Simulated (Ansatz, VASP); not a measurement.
In in VASP and in Ansatz

```xyz
1
Lattice="-1.6152 1.6152 2.4573 1.6152 -1.6152 2.4573 1.6152 1.6152 -2.4573" Properties=species:S:1:pos:R:3 pbc="T T T"
In    0.0000    0.0000    0.0000
```

Change from the starting cell: volume scaled by 0.98.

Alike in both runs: task single point; functional LDA; k mesh 14 × 14 × 14; occupations fermi-dirac, width 0.05 eV; no spin polarisation.

|  | VASP | Ansatz |
| --- | --- | --- |
| version | VASP 6.6.1 | Ansatz 0.2.0 |
| potentials or method | VASP PAW LDA potentials, release 64 (In_d), cutoff 520 eV | all-electron LAPW, scalar-relativistic |

|  | VASP | Ansatz | Ansatz less VASP |
| --- | --- | --- | --- |
| pressure (GPa) | -1.9 | -1.9 | 0.00 |
| traceless stress, the component that is largest in VASP (GPa) | 0.32 | 0.31 | -0.005 |

LDA's correlation is that of Perdew and Zunger in VASP and of Perdew and Wang (1992) in Ansatz. Ansatz ran all-electron here, and VASP with PAW potentials.
